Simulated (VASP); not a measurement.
# Ga (P6/mmm) in VASP: a series of runs

The runs below take Ga through single point, with PBE.

Everything below comes from runs of VASP 6.6.1. Logs are shortened: lines on timing, memory, paths and dates and some standing lists are left out, and cuts for length are marked.

## 1. The cell of the first run

It takes space group P6/mmm (No. 191, hexagonal). Conventional cell: a = 4.329 Å, b = 4.329 Å, c = 2.675 Å, α = 90.00°, β = 90.00°, γ = 120.00°. Within 3.5 Å of Ga (site symmetry 6/mmm) lie 14 Ga at 2.68 to 2.83 Å. Ga (site symmetry -6m2) has 11 Ga at 2.50 to 2.83 Å within 3.3 Å.

## 2. Single point, PBE (volume scaled by 0.75)

INCAR

```
SYSTEM = Ga
  ALGO = Normal
  EDIFF = 1E-6
  ENCUT = 520
  GGA = PE
  ISIF = 2
  ISMEAR = -1
  LASPH = .True.
  LCHARG = .False.
  LREAL = .False.
  LWAVE = .False.
  NBANDS = 26
  NELM = 60
  PREC = Accurate
  SIGMA = 0.05
```

KPOINTS

```
k-points
0
Gamma
  8 8 10
  0 0 0
```

POSCAR

```
Ga
1.0
    4.3288670124      0.0000000000      0.0000000000
   -2.1644335062      3.7489088024      0.0000000000
    0.0000000000      0.0000000000      2.6751536601
Ga
3
Direct
    0.0000000000      0.0000000000      0.0000000000
    0.3333333333      0.6666666667      0.5000000000
    0.6666666667      0.3333333333      0.5000000000
```

Potentials or basis: VASP PAW PBE potentials, release 64 (Ga_d).

On the command line:

```
$ cat potpaw_PBE.64/Ga_d/POTCAR > POTCAR
$ mpirun -np 1 vasp_std > vasp.out
```

OUTCAR:

```text
SYSTEM = Ga
   EDIFF = 1E-6
   ENCUT = 520
   GGA = PE
   ISIF = 2
   ISMEAR = -1
   LASPH = .True.
   LREAL = .False.
   NELM = 60
   PREC = Accurate

 ion  position               nearest neighbor table
   1  0.000  0.000  0.000-   2 2.83   3 2.83   2 2.83   3 2.83   3 2.83   3 2.83   2 2.83   2 2.83
                             3 2.83   3 2.83   2 2.83   2 2.83
   2  0.333  0.667  0.500-   3 2.50   3 2.50   3 2.50   1 2.83   1 2.83   1 2.83   1 2.83   1 2.83
                             1 2.83
   3  0.667  0.333  0.500-   2 2.50   2 2.50   2 2.50   1 2.83   1 2.83   1 2.83   1 2.83   1 2.83
                             1 2.83

  LATTYP: Found a hexagonal cell.
 ALAT       =     4.3288670124
 C/A-ratio  =     0.6179800979

  Lattice vectors:

 A1 = (   4.3288670124,   0.0000000000,   0.0000000000)
 A2 = (  -2.1644335062,   3.7489088024,   0.0000000000)
 A3 = (   0.0000000000,   0.0000000000,   2.6751536601)

Analysis of symmetry for initial positions (statically):
=====================================================================
 Subroutine PRICEL returns:
 Original cell was already a primitive cell.

 Routine SETGRP: Setting up the symmetry group for a
 hexagonal supercell.

 Subroutine GETGRP returns: Found 24 space group operations
 (whereof 24 operations were pure point group operations)
 out of a pool of 24 trial point group operations.

The static configuration has the point symmetry D_6h.

Analysis of symmetry for dynamics (positions and initial velocities):
=====================================================================
 Subroutine PRICEL returns:
 Original cell was already a primitive cell.

 Routine SETGRP: Setting up the symmetry group for a
 hexagonal supercell.

 Subroutine GETGRP returns: Found 24 space group operations
 (whereof 24 operations were pure point group operations)
 out of a pool of 24 trial point group operations.

The dynamic configuration has the point symmetry D_6h.

 Subroutine INISYM returns: Found 24 space group operations
 (whereof 24 operations are pure point group operations),
 and found     1 'primitive' translations

----------------------------------------------------------------------------------------

                                     Primitive cell

  volume of cell :      43.4138

  direct lattice vectors                    reciprocal lattice vectors
     4.328867012  0.000000000  0.000000000     0.231007328  0.133372143  0.000000000
    -2.164433506  3.748908802  0.000000000     0.000000000  0.266744286  0.000000000
     0.000000000  0.000000000  2.675153660     0.000000000  0.000000000  0.373810303

  length of vectors
     4.328867012  4.328867012  2.675153660     0.266744286  0.266744286  0.373810303

  position of ions in fractional coordinates (direct lattice)
     0.000000000  0.000000000  0.000000000
     0.333333333  0.666666667  0.500000000
     0.666666667  0.333333333  0.500000000

  ion indices of the primitive-cell ions
   primitive index   ion index
                 1           1
                 2           2
                 3           3

----------------------------------------------------------------------------------------

 KPOINTS: k-points

Automatic generation of k-mesh.
 Grid dimensions read from file:
 generate k-points for:    8    8   10

 Generating k-lattice:

  Cartesian coordinates                     Fractional coordinates (reciprocal lattice)
     0.028875916  0.016671518  0.000000000     0.125000000  0.000000000  0.000000000
     0.000000000  0.033343036  0.000000000     0.000000000  0.125000000  0.000000000
     0.000000000  0.000000000  0.037381030     0.000000000  0.000000000  0.100000000

  Length of vectors
     0.033343036  0.033343036  0.037381030

  Shift w.r.t. Gamma in fractional coordinates (k-lattice)
     0.000000000  0.000000000  0.000000000

 Subroutine IBZKPT returns following result:
 ===========================================

 Found     60 irreducible k-points:

 Following reciprocal coordinates:
            Coordinates               Weight
  0.000000  0.000000  0.000000      1.000000
  0.125000  0.000000  0.000000      6.000000
  0.250000  0.000000  0.000000      6.000000
  0.375000  0.000000  0.000000      6.000000
  0.500000  0.000000  0.000000      3.000000
  0.125000  0.125000  0.000000      6.000000
[... 16 lines left out ...]
  0.250000  0.000000  0.200000     12.000000
  0.375000  0.000000  0.200000     12.000000
 [... further k-points ...]
   k-points           NKPTS =     60   k-points in BZ     NKDIM =     60   number of bands    NBANDS=     26
   number of dos      NEDOS =    301   number of ions     NIONS =      3
   total plane-waves  NPLWV =  20480
   dimension x,y,z NGX =    32 NGY =   32 NGZ =   20
   dimension x,y,z NGXF=    64 NGYF=   64 NGZF=   40
   ions per type =               3
   NGX,Y,Z   is equivalent  to a cutoff of  12.29, 12.29, 12.43 a.u.
   NGXF,Y,Z  is equivalent  to a cutoff of  24.58, 24.58, 24.86 a.u.
 SYSTEM =  Ga
   PREC   = accura    normal or accurate (medium, high low for compatibility)
   ISTART =      0    job   : 0-new  1-cont  2-samecut
   ICHARG =      2    charge: 1-file 2-atom 10-const
   ISPIN  =      1    spin polarized calculation?
   LNONCOLLINEAR =      F non collinear calculations
   LSORBIT =      F    spin-orbit coupling
   LASPH  =      T    aspherical Exc in radial PAW
   ENCUT  =  520.0 eV  38.22 Ry    6.18 a.u.   8.05  8.05  4.97*2*pi/ulx,y,z
   NELM   =     60;   NELMIN=  2; NELMDL= -5     # of ELM steps
   EDIFF  = 0.1E-05   stopping-criterion for ELM
   LREAL  =      F    real-space projection
   EDIFFG = 0.1E-04   stopping-criterion for IOM
   NSW    =      0    number of steps for IOM
   IBRION =     -1    ionic relax: 0-MD 1-quasi-New 2-CG
   NFREE  =      0    steps in history (QN), initial steepest desc. (CG)
   ISIF   =      2    stress and relaxation
   ISYM   =      2    0-nonsym 1-usesym 2-fastsym
   POTIM  = 0.5000    time-step for ionic-motion
   TEBEG  =    0.0;   TEEND  =   0.0 temperature during run
   PSTRESS=    0.0 pullay stress
   NELECT =      39.0000    total number of electrons
   NUPDOWN=      -1.0000    fix difference up-down
   EMIN   =  10.00;   EMAX   =-10.00  energy-range for DOS
   EFERMI =   0.00;   METHOD = LEGACY
   ISMEAR =    -1;   SIGMA  =   0.05  broadening in eV -4-tet -1-fermi 0-gaus
   EFERMI_NEDOS =   21; number of points for ismear=-14 and -15
   IALGO  =     38    algorithm
   IMIX   =      4    mixing-type and parameters
     AMIX     =   0.40;   BMIX     =  1.00
     AMIX_MAG =   1.60;   BMIX_MAG =  1.00
  volume/ion in A,a.u.               =      14.47        97.66
  Fermi-wavevector in a.u.,A,eV,Ry     =   1.579624  2.985057 33.949424  2.495212
  Thomas-Fermi vector in A             =   2.679975
   LORBIT       =      0    0 simple, 1 ext, 2 COOP (PROOUT), +10 PAW based schemes
   GGA     = PE    functional components
   LHFCALC =     F    Hartree Fock is set to
   AEXX    =    0.0000 exact exchange contribution
   IVDW    =     0    specifies the selected vdW correction
   LEPSILON=     F    determine dielectric tensor
   LRPA    =     F    only Hartree local field effects (RPA)
 non-spin polarized calculation
  energy-cutoff  :      520.00
  volume of cell :       43.41
 maximum number of plane-waves:      1185
   NGX = 17   NGY = 17   NGZ =  9

 number of electron      39.0000015 magnetization

 Free energy of the ion-electron system (eV)
  ---------------------------------------------------
  ext. energy  EPLUGINS =         0.00000000
  ---------------------------------------------------
  free energy    TOTEN  =        -7.65813925 eV

  energy without entropy =       -7.64670167  energy(sigma->0) =       -7.65242046

 E-fermi :   8.4060     XC(G=0): -12.4044

 val. band max:        8.3927095645   @ k =   0.2500   0.1250   0.4000
 cond. band min:       8.4168873854   @ k =   0.1250   0.0000   0.2000
 fundamental gap:      0.0241778209
 Fermi energy:         8.4059717841

 k-point     1 :       0.0000    0.0000    0.0000
  band No.  band energies     occupation
      1      -7.2873      2.00000
      2      -6.9546      2.00000
      3      -6.9388      2.00000
      4      -6.9388      2.00000
      5      -6.9375      2.00000
      6      -6.8175      2.00000
[... 18 lines left out ...]
     25      24.4215      0.00000
     26      24.4904      0.00000

 k-point     2 :       0.1250    0.0000    0.0000
  band No.  band energies     occupation
      1      -7.2721      2.00000
      2      -7.0135      2.00000
      3      -6.9901      2.00000
      4      -6.9662      2.00000
      5      -6.9337      2.00000
      6      -6.8305      2.00000
[... 18 lines left out ...]
     25      23.1144      0.00000
     26      23.4841      0.00000

 k-point     3 :       0.2500    0.0000    0.0000
  band No.  band energies     occupation
      1      -7.2320      2.00000
      2      -7.1190      2.00000
      3      -7.0538      2.00000
      4      -7.0008      2.00000
      5      -6.9491      2.00000
      6      -6.8474      2.00000
[... 18 lines left out ...]
     25      20.2448      0.00000
     26      20.5582      0.00000

 k-point     4 :       0.3750    0.0000    0.0000
  band No.  band energies     occupation
      1      -7.2074      2.00000
      2      -7.1738      2.00000
      3      -7.0916      2.00000
      4      -7.0440      2.00000
      5      -6.9623      2.00000
      6      -6.8641      2.00000
[... 18 lines left out ...]
     25      17.5724      0.00000
     26      19.7852      0.00000
[... 496 lines left out ...]
      1      -7.1406      2.00000
      2      -7.0377      2.00000
      3      -7.0370      2.00000
      4      -6.9527      2.00000
      5      -6.9449      2.00000
      6      -6.8757      2.00000
[... 18 lines left out ...]
     25      18.5446      0.00000
     26      19.2850      0.00000

 k-point    23 :       0.2500    0.0000    0.2000
  band No.  band energies     occupation
      1      -7.1489      2.00000
      2      -7.0819      2.00000
      3      -7.0658      2.00000
      4      -6.9529      2.00000
      5      -6.9345      2.00000
      6      -6.8595      2.00000
[... 18 lines left out ...]
     25      17.7117      0.00000
     26      18.4008      0.00000

 k-point    24 :       0.3750    0.0000    0.2000
  band No.  band energies     occupation
      1      -7.1720      2.00000
      2      -7.1090      2.00000
      3      -7.0584      2.00000
      4      -6.9472      2.00000
      5      -6.9427      2.00000
      6      -6.8410      2.00000
[... 18 lines left out ...]
     25      17.1913      0.00000
     26      17.4199      0.00000

 [... further k-points ...]
[... 5 lines left out ...]
  --------------------------------------------------------------------------------------
  -------------------------------------------------------------------------------------
  Total        7.4916407      7.4916407      7.5158043      0.0000000     -0.0000000      0.0000000
  in kB      276.4774231    276.4774231    277.3691736      0.0000000     -0.0000000      0.0000000
  external PRESSURE =     276.7746733 kB  Pullay stress =       0.0000000 kB

 VOLUME and BASIS-vectors are now :
 -----------------------------------------------------------------------------
  energy-cutoff  :      520.00
  volume of cell :       43.41
      direct lattice vectors                 reciprocal lattice vectors
     4.328867012  0.000000000  0.000000000     0.231007328  0.133372143  0.000000000
    -2.164433506  3.748908802  0.000000000     0.000000000  0.266744286  0.000000000
     0.000000000  0.000000000  2.675153660     0.000000000  0.000000000  0.373810303

 POSITION                                       TOTAL-FORCE (eV/Angst)
 -----------------------------------------------------------------------------------
      0.00000      0.00000      0.00000         0.000000      0.000000      0.000000
     -0.00000      2.49927      1.33758         0.000000      0.000000      0.000000
      2.16443      1.24964      1.33758        -0.000000     -0.000000      0.000000
 -----------------------------------------------------------------------------------
    total drift:                               -0.000000      0.000000      0.000000

  FREE ENERGIE OF THE ION-ELECTRON SYSTEM (eV)
  ---------------------------------------------------
  free  energy   TOTEN  =        -7.6581392474 eV

  energy  without entropy=       -7.6467016689  energy(sigma->0) =       -7.65242046
```

Run time: 27 s. Hardware: 1 thread of AMD EPYC 9R45 (Zen 5), shared host; peak memory 0.15 GiB.

Results:

```yaml
Free_energy: -7.6581 eV
Pressure: 27.7 GPa
```

Levels at points of the mesh, in eV from the Fermi level:
| k point | band 15 | band 16 | band 17 | band 18 | band 19 | band 20 | band 21 | band 22 | band 23 | band 24 |
| --- | --- | --- | --- | --- | --- | --- | --- | --- | --- | --- |
| (0.00, 0.00, 0.00) | -14.89 | -13.38 | -2.35 | -2.14 | -2.02 | -2.02 | -1.90 | -1.90 | 6.71 | 10.71 |
| (0.50, 0.00, 0.00) | -14.86 | -10.54 | -10.52 | -5.14 | -4.54 | 5.66 | 5.84 | 6.32 | 6.47 | 9.40 |
| (0.00, 0.00, 0.50) | -14.80 | -8.12 | -7.34 | 1.49 | 1.49 | 1.91 | 2.09 | 3.13 | 3.13 | 3.15 |
| (0.50, 0.00, 0.50) | -14.84 | -5.63 | -5.26 | -4.60 | -4.32 | -0.29 | 0.33 | 0.33 | 1.79 | 9.32 |

Caveat: the cell differs from its parent crystal (volume scaled by 0.75).

## 3. Single point, PBE

This run uses another cell than the first one, of 16.40 Å³/atom, 1.133 times its volume.

INCAR

```
ALGO = Normal
EDIFF = 1E-6
ENCUT = 520
GGA = PE
ISIF = 2
ISMEAR = -1
LASPH = True
LCHARG = False
LREAL = False
LWAVE = False
NBANDS = 26
NELM = 60
PREC = Accurate
SIGMA = 0.05
```

KPOINTS

```
k-points
0
Gamma
  8 8 10
```

POSCAR

```
Ga
1.0
    4.4944606958      0.0000000000      0.0000000000
   -2.2472303479      3.8923171389      0.0000000000
    0.0000000000      0.0000000000      2.8125464874
Ga
3
Direct
    0.0000000000      0.0000000000      0.0000000000
    0.3333333333      0.6666666667      0.5000000000
    0.6666666667      0.3333333333      0.5000000000
```

Potentials or basis: VASP PAW PBE potentials, release 64 (Ga_d).

On the command line:

```
$ cat potpaw_PBE.64/Ga_d/POTCAR > POTCAR
$ mpirun -np 1 vasp_std > vasp.out
```

Wall time 38 s (1 thread of AMD EPYC 9R45 (Zen 5), shared host); peak memory 0.18 GiB.

The run converged. Its results:

| Item | Value |
| --- | --- |
| Free energy | -8.3392 eV |
| Pressure | 11.5 GPa |

Levels at points of the mesh, in eV from the Fermi level:
```
           k point  band 16  band 17  band 18  band 19  band 20  band 21  band 22  band 23
(0.00, 0.00, 0.00)   -12.22    -2.49    -2.26    -1.62    -1.62    -1.47    -1.47     5.90
(0.50, 0.00, 0.00)    -9.62    -9.62    -4.41    -4.40     5.12     5.33     6.01     6.24
(0.00, 0.00, 0.50)    -7.68    -6.70     1.40     1.40     1.86     1.97     2.43     2.57
(0.50, 0.00, 0.50)    -5.21    -5.15    -4.19    -3.96    -0.20     0.02     0.32     1.81
```

## 4. Single point, PBE

INCAR

```
SYSTEM = Ga
PREC = Accurate
ENCUT = 520
EDIFF = 1E-6
ISMEAR = -1
SIGMA = 0.05
LREAL = .FALSE.
LASPH = .TRUE.
NELM = 100
ALGO = Normal
ISIF = 2
LWAVE = .FALSE.
LCHARG = .TRUE.
GGA = PE
LELF = .TRUE.
LVHAR = .TRUE.
NBANDS = 26
```

KPOINTS

```
regular mesh
0
G
  8 8 10
  0 0 0
```

POSCAR is that of step 3.

On the command line:

```
$ cat potpaw_PBE.64/Ga_d/POTCAR > POTCAR
$ mpirun -np 1 vasp_std > vasp.out
```

It took 40 s on 1 thread of AMD EPYC 9R45 (Zen 5), shared host; peak memory 0.18 GiB.

Results (log left out):

```yaml
Free_energy: -8.3392 eV
Pressure: 11.5 GPa
```

Levels at points of the mesh, in eV from the Fermi level:
| k point | band 15 | band 16 | band 17 | band 18 | band 19 | band 20 | band 21 | band 22 | band 23 | band 24 |
| --- | --- | --- | --- | --- | --- | --- | --- | --- | --- | --- |
| (0.00, 0.00, 0.00) | -14.77 | -12.22 | -2.49 | -2.26 | -1.62 | -1.62 | -1.47 | -1.47 | 5.90 | 9.63 |
| (0.50, 0.00, 0.00) | -14.74 | -9.62 | -9.62 | -4.41 | -4.40 | 5.12 | 5.33 | 6.01 | 6.24 | 8.64 |
| (0.00, 0.00, 0.50) | -14.71 | -7.68 | -6.70 | 1.40 | 1.40 | 1.86 | 1.97 | 2.43 | 2.57 | 3.02 |
| (0.50, 0.00, 0.50) | -14.73 | -5.21 | -5.15 | -4.19 | -3.96 | -0.20 | 0.02 | 0.32 | 1.81 | 8.35 |

## 5. Single point, PBE

This run uses another cell than the first one, of 19.30 Å³/atom, 1.333 times its volume.

INCAR

```
ALGO = Normal ; EDIFF = 1E-6
ENCUT = 520 ; GGA = PE
ISIF = 2 ; ISMEAR = -1
LASPH = True ; LCHARG = False
LREAL = False ; LWAVE = False
NBANDS = 26 ; NELM = 60
PREC = Accurate ; SIGMA = 0.05
```

KPOINTS

```
k-points
0
Gamma
  8 8 10
```

POSCAR

```
Ga
1.0
    4.6934052896      0.0000000000      0.0000000000
   -2.3467026448      4.0646082111      0.0000000000
    0.0000000000      0.0000000000      3.0343092464
Ga
3
Direct
    0.0000000000      0.0000000000      0.0000000000
    0.3333333333      0.6666666667      0.5000000000
    0.6666666667      0.3333333333      0.5000000000
```

On the command line:

```
$ cat potpaw_PBE.64/Ga_d/POTCAR > POTCAR
$ mpirun -np 1 vasp_std > vasp.out
```

Wall time 38 s (1 thread of AMD EPYC 9R45 (Zen 5), shared host); peak memory 0.18 GiB.

It converged, with:

```yaml
Free_energy: -8.6081 eV
Pressure: 0.2 GPa
```

Levels at points of the mesh, in eV from the Fermi level:
| k point | band 17 | band 18 | band 19 | band 20 | band 21 | band 22 |
| --- | --- | --- | --- | --- | --- | --- |
| (0.00, 0.00, 0.00) | -2.55 | -2.25 | -1.08 | -1.08 | -0.87 | -0.87 |
| (0.50, 0.00, 0.00) | -8.51 | -4.11 | -3.51 | 4.61 | 4.88 | 5.74 |
| (0.00, 0.00, 0.50) | -6.05 | 1.22 | 1.29 | 1.29 | 1.73 | 1.75 |
| (0.50, 0.00, 0.50) | -4.70 | -4.13 | -3.22 | -0.24 | -0.11 | 0.45 |

## 6. Summary

| cell | gap on the mesh (eV) | pressure (GPa) |
| --- | --- | --- |
| a = 4.329, b = 4.329, c = 2.675 Å, angles 90.0, 90.0, 120.0°, 3 atoms | none | 27.7 |
| a = 4.494, b = 4.494, c = 2.813 Å, angles 90.0, 90.0, 120.0°, 3 atoms | none | 11.5 |
| a = 4.693, b = 4.693, c = 3.034 Å, angles 90.0, 90.0, 120.0°, 3 atoms | none | 0.2 |

Alike in all rows: task single point; level PBE; potentials or basis VASP PAW PBE potentials, release 64 (Ga_d); no spin polarisation; k mesh 8 × 8 × 10; cutoff (eV) 520; smearing fermi-dirac 0.05 eV.

Absolute energies hang on the potentials; compare differences alone.
